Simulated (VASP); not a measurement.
GaP:

```
Ga P
1.0
     0.00000    2.77870    2.77870
     2.77870    0.00000    2.77870
     2.77870    2.77870    0.00000
Ga P
1 1
Direct
  0.00000 0.00000 0.00000
  0.75000 0.75000 0.75000
```

This cell differs from its parent crystal: volume scaled by 1.06.

Base run:

```yaml
Program: VASP 6.6.1
Functional: LDA
Potentials_or_basis: VASP PAW LDA potentials, release 64 (Ga_d, P)
Cutoff: 520 eV
k_mesh: 8 × 8 × 8
Occupations: fermi-dirac, width 0.05 eV
Spin: no spin polarisation
```

Its results: band gap on the k mesh 1.16 eV, direct; pressure -6.6 GPa.

Problem. The run is repeated on the same cell with these changes: functional from LDA to PBEsol; potentials or basis from VASP PAW LDA potentials, release 64 (Ga_d, P) to VASP PAW PBE potentials, release 64 (Ga_d, P). What comes out?

Solution. Band gap on the k mesh 1.28 eV, direct; pressure -4.8 GPa.

Caveats: the PAW data sets were made with another functional, which shifts forces and pressure a little (some runs).

A k mesh can miss the band edges.
